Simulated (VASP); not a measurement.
PbO2:

```
Pb O
1.0
     0.00000    2.70199    2.70199
     2.70199    0.00000    2.70199
     2.70199    2.70199    0.00000
Pb O
1 2
Direct
  0.00000 0.00000 0.00000
  0.25000 0.25000 0.25000
  0.75000 0.75000 0.75000
```

Base run:

```yaml
Program: VASP 6.6.1
Functional: PBE
Potentials_or_basis: VASP PAW PBE potentials, release 64 (Pb_d, O)
Cutoff: 520 eV
k_mesh: 6 × 6 × 6
Occupations: fermi-dirac, width 0.1 eV
Spin: no spin polarisation
```

Its results: band gap on the k mesh zero (band 13 reaches 5.62 eV, above the bottom of band 14 at 4.43 eV); pressure 0.5 GPa.

Problem. The run is repeated on the same cell with these changes: k mesh from 6 × 6 × 6 to 2 × 2 × 2; occupations from fermi-dirac, width 0.1 eV to methfessel-paxton, width 0.041 eV. What comes out?

Solution. Band gap on the k mesh zero (band 13 reaches 5.48 eV, above the bottom of band 14 at 4.42 eV); pressure 3.5 GPa.

Caveats: some runs use coarse meshes; spin-orbit coupling is left out, which moves the levels of the heavy elements.
